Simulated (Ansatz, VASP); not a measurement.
# Two plane-wave programs on CsSnBr3

```xyz
5
Lattice="5.7653 0.0000 0.0000 0.0000 5.7653 0.0000 0.0000 0.0000 5.7653" Properties=species:S:1:pos:R:3 pbc="T T T"
Cs    0.0000    0.0000    0.0000
Sn    2.8826    2.8826    2.8826
Br    2.8826    2.8826    0.0000
Br    2.8826    0.0000    2.8826
Br    0.0000    2.8826    2.8826
```

Alike in both runs: functional PBEsol; k mesh 6 × 6 × 6; occupations gaussian, width 0.02 eV; no spin polarisation.

Ansatz relaxed the structure, and its values are those at the end. VASP's run is a single point on that final structure, the one shown.

```csv
,VASP,Ansatz
version,VASP 6.6.1,Ansatz 0.2.0
potentials or method,"VASP PAW PBE potentials, release 64 (Cs_sv, Sn_d, Br), cutoff 500 eV","scalar-relativistic, plane waves, PAW"
valence electrons in the cell,44,44
```

```tsv
	VASP	Ansatz	Ansatz less VASP
gap on the k mesh at the Fermi level (eV)	0.21	0.22	+0.005
least direct gap on the mesh (eV)	0.21	0.22	+0.005
pressure (GPa)	0.0	0.0	0.00
```

VASP's potentials were made for PBE, not for PBEsol. The functional is the same, so the differences come from potentials, cutoffs and numerics.

Neither program's run includes spin-orbit coupling.
